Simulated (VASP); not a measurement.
# SrO: single point with r2SCAN

The system is SrO.

```
Sr O
1.0
     0.00000    2.68309    2.68309
     2.68309    0.00000    2.68309
     2.68309    2.68309    0.00000
Sr O
1 1
Direct
  0.00000 0.00000 0.00000
  0.50000 0.50000 0.50000
```

This cell differs from its parent crystal: strain +4.0%.

| Property | Result |
| --- | --- |
| Program | VASP 6.6.1 |
| Task | single point |
| Functional | r2SCAN |
| Potentials or basis | VASP PAW PBE potentials, release 64 (Sr_sv, O) |
| Cutoff | 520 eV |
| k mesh | 8 × 8 × 8 |
| Occupations | gaussian, width 0.01 eV |
| Spin | non-collinear spin, zero start, spin-orbit coupling |
| Starting moments | [[0.0, 0.0, 0.0], [0.0, 0.0, 0.0]] μB |

| Quantity | Value |
| --- | --- |
| Pressure | -8.2 GPa |
| Net moment | 0.00 μB per cell |
| Valence electrons inside the program's atomic spheres | Sr 8.09; O 4.95 |

Moments on the atoms (μB; x, y, z):
```
Sr  0.00 0.00 0.00
O   0.00 0.00 0.00
```

Run time: 6.6 min on 1 thread of Intel(R) Xeon(R) Platinum 8259CL CPU @ 2.50GHz (Skylake/Cascade Lake), with other jobs on the host, peak memory 0.32 GiB.

Caveat: the cell differs from its parent crystal (strain +4.0%); the cell stands under tension; the PAW data sets were made with another functional, which shifts forces and pressure a little.
